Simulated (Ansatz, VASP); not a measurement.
# Mn in VASP and in Ansatz

INCAR

```
ALGO = Normal ; EDIFF = 1E-6
EDIFFG = -0.01 ; ENCUT = 600
GGA = RP ; IBRION = 2
ISIF = 3 ; ISMEAR = -1
ISPIN = 2 ; LASPH = T
LCHARG = F ; LMAXMIX = 4
LORBIT = 11 ; LREAL = F
LWAVE = F ; MAGMOM = 3 -3
NELM = 150 ; NSW = 80
PREC = Accurate ; SIGMA = 0.05
```

The input KPOINTS:

```
k-points
0
Gamma
  14 14 8
```

File POSCAR:

```
Mn
1.0
    2.5517868831      0.0000000000      0.0000000000
   -1.2758934415      2.2099122658      0.0000000000
    0.0000000000      0.0000000000      4.1670679801
Mn
2
Direct
    0.3333333333      0.6666666667      0.2500000000
    0.6666666667      0.3333333333      0.7500000000
```

Input for Ansatz:

```yaml
crystal:
  lattice:
    - [2.5517868831, 0.0, 0.0]
    - [-1.2758934415, 2.2099122658, 0.0]
    - [0.0, 0.0, 4.1670679801]
  atoms:
    - { symbol: Mn, position: [0.3333333333, 0.6666666667, 0.25], spin: 3.0 }
    - { symbol: Mn, position: [0.6666666667, 0.3333333333, 0.75], spin: -3.0 }
hamiltonian:
  xc: rpbe
  pseudopotentials:
    kind: paw
    azcp:
      Mn: "pseudopotentials/Mn.paw.azcp"
basis:
  ecutwfc: 420
  fft_grid_basis: typed
kpoints:
  mp_grid: { grid: [14, 14, 8], shift: [0, 0, 0] }
magnetization:
  spin_polarized: true
scf:
  occupations: { method: fermi_dirac, width: 0.05 }
relax:
  max_steps: 60
  f_tol: 0.01
  cell: {}
output:
  write_density: true
  write_potential: true
  elf: true
  volumetric_format: npy
```

Alike in both runs: task relaxation of cell and atoms; functional RPBE; k mesh 14 × 14 × 8; occupations fermi-dirac, width 0.05 eV; collinear spin.

|  | VASP | Ansatz |
| --- | --- | --- |
| version | VASP 6.6.1 | Ansatz 0.2.0 |
| potentials or method | VASP PAW PBE potentials, release 64 (Mn_pv), cutoff 600 eV | plane waves (420 eV) with PAW, scalar-relativistic |
| valence electrons in the cell | 26 | 30 |

VASP gave:

| Quantity | Value |
| --- | --- |
| net moment per atom (μB) | 0.00 |
| size of the moment on the site where the two differ most (μB) | 0.87 |
| relaxed volume (Å³/atom) | 11.10 |
| relaxed cell length with the largest relative difference (Å) | 4.077 |

**Question.** Which values does Ansatz return?

**Answer.** net moment per atom (μB): 0.00; size of the moment on the site where the two differ most (μB): 0.80; relaxed volume (Å³/atom): 11.07; relaxed cell length with the largest relative difference (Å): 4.073.

VASP's potentials were made for PBE, not for RPBE. Site moments also hang on the region over which each program counts them. VASP's potentials hold 26 valence electrons a cell and Ansatz's 30, so a difference there can come from the potentials and not from the codes.
